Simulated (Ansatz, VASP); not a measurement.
# One calculation of AlSi23HO48, two programs

```
Si O Al H
1.0
     9.83160    0.00000    0.00000
    -4.91580    8.51441    0.00000
     0.00000    0.00000   10.81820
Si O Al H
23 48 1 1
Direct
  0.26652 0.00591 0.16555
  0.00478 0.26684 0.33369
  0.23860 0.24052 0.99936
  0.26439 0.99147 0.66363
  0.98945 0.26476 0.83592
  0.22939 0.22235 0.50394
  0.27280 0.50397 0.17013
  0.00075 0.77147 0.33200
  0.23992 0.73941 0.00361
  0.00059 0.76136 0.83526
  0.23672 0.73276 0.49529
  0.77375 0.00131 0.16754
  0.49944 0.26899 0.33615
  0.72313 0.22764 0.00526
  0.76723 0.00036 0.66826
  0.49653 0.26214 0.83232
  0.73392 0.22943 0.49775
  0.76503 0.50095 0.17015
  0.50601 0.76944 0.33731
  0.73501 0.73423 0.00174
  0.76950 0.49465 0.66831
  0.50499 0.77157 0.83644
  0.73663 0.73539 0.50351
  0.06693 0.19703 0.44186
  0.30052 0.36787 0.11078
  0.14152 0.43319 0.27887
  0.20552 0.07262 0.05291
  0.36382 0.29570 0.39566
  0.43048 0.14329 0.22284
  0.07744 0.22143 0.94031
  0.28165 0.33455 0.62262
  0.11275 0.44361 0.77364
  0.20255 0.05176 0.54803
  0.36664 0.30065 0.88864
  0.42598 0.13074 0.72371
  0.07443 0.71482 0.44042
  0.29902 0.87052 0.11220
  0.13220 0.93679 0.27193
  0.21228 0.57478 0.06066
  0.37222 0.80593 0.38784
  0.43805 0.63850 0.22763
  0.07254 0.70731 0.94776
  0.29615 0.85489 0.61259
  0.13056 0.92382 0.77202
  0.20468 0.56508 0.54139
  0.36665 0.80036 0.89165
  0.44463 0.64195 0.73045
  0.56946 0.20323 0.44227
  0.78772 0.36071 0.11280
  0.63753 0.43543 0.28208
  0.70137 0.06523 0.06141
  0.86478 0.29163 0.38871
  0.93905 0.14303 0.21868
  0.55932 0.19801 0.94565
  0.79724 0.35929 0.60871
  0.63822 0.42471 0.77662
  0.70416 0.06475 0.55635
  0.85283 0.29007 0.89356
  0.93292 0.14111 0.72335
  0.56903 0.70468 0.45008
  0.80907 0.87071 0.10716
  0.64934 0.93075 0.28103
  0.70235 0.56872 0.06032
  0.86217 0.79601 0.39030
  0.93176 0.63800 0.22373
  0.57149 0.71533 0.95256
  0.79991 0.86581 0.61359
  0.64359 0.93946 0.78239
  0.71609 0.57381 0.56177
  0.85819 0.78370 0.88639
  0.93858 0.61837 0.73257
  0.27909 0.50268 0.65794
  0.06946 0.49061 0.76160
```

Alike in both runs: task single point; functional r2SCAN; k mesh 1 × 1 × 1; occupations gaussian, width 0.02 eV; no spin polarisation.

|  | VASP | Ansatz |
| --- | --- | --- |
| version | VASP 6.6.1 | Ansatz 0.2.0 |
| potentials or method | VASP PAW PBE potentials, release 64 (Si, O, Al, H) | scalar-relativistic, plane waves, PAW |
| plane-wave cutoff (eV) | 520 | 500 |
| valence electrons in the cell | 384 | 384 |

|  | VASP | Ansatz | Ansatz less VASP |
| --- | --- | --- | --- |
| gap on the k mesh at the Fermi level (eV) | 6.24 | 6.24 | +0.005 |
| least direct gap on the mesh (eV) | 6.24 | 6.24 | +0.005 |

VASP's potentials were made for PBE, not for r2SCAN. The functional is the same, so the differences come from potentials, cutoffs and numerics.
